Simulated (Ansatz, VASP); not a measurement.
**Two plane-wave programs on Cu**

Contents of INCAR:

```
AGGAC = 1.0
AGGAX = 1.0
ALDAC = 0.0
ALDAX = 1.0
ALGO = Normal
EDIFF = 1E-6
ENCUT = 520
GGA = B5
ISIF = 2
ISMEAR = -1
LASPH = T
LCHARG = F
LREAL = F
LWAVE = F
NBANDS = 12
NELM = 100
PREC = Accurate
SIGMA = 0.1
```

File KPOINTS:

```
k-points
0
Gamma
  14 14 14
```

POSCAR

```
Cu
1.0
    2.5195561472      0.0000000000      0.0000000000
    0.0000000000      2.5195561472      0.0000000000
    0.0000000000      0.0000000000      2.5195561472
Cu
1
Direct
    0.0000000000      0.0000000000      0.0000000000
```

Input for Ansatz:

```yaml
crystal:
  lattice:
    - [2.5195561472, 0.0, 0.0]
    - [0.0, 2.5195561472, 0.0]
    - [0.0, 0.0, 2.5195561472]
  atoms:
    - { symbol: Cu, position: [0.0, 0.0, 0.0] }
hamiltonian:
  xc: blyp
  pseudopotentials:
    kind: paw
    azcp:
      Cu: "pseudopotentials/Cu.paw.azcp"
basis:
  ecutwfc: 420
  fft_grid_basis: typed
kpoints:
  mp_grid: { grid: [14, 14, 14], shift: [0, 0, 0] }
magnetization:
  spin_polarized: false
scf:
  occupations: { method: fermi_dirac, width: 0.1 }
  lower_state_search: "off"
output:
  stress: true
```

Alike in both runs: task single point; functional BLYP; k mesh 14 × 14 × 14; occupations fermi-dirac, width 0.1 eV; no spin polarisation.

|  | VASP | Ansatz |
| --- | --- | --- |
| version | VASP 6.6.1 | Ansatz 0.2.0 |
| potentials or method | VASP PAW PBE potentials, release 64 (Cu), cutoff 520 eV | plane waves (420 eV) with PAW, scalar-relativistic |
| valence electrons in the cell | 11 | 19 |

VASP gave:

- pressure (GPa): -4.9

Which values does Ansatz return?

Pressure (GPa): -5.3.

VASP's potentials were made for PBE, not for BLYP. VASP's potentials hold 11 valence electrons a cell and Ansatz's 19, so a difference there can come from the potentials and not from the codes.
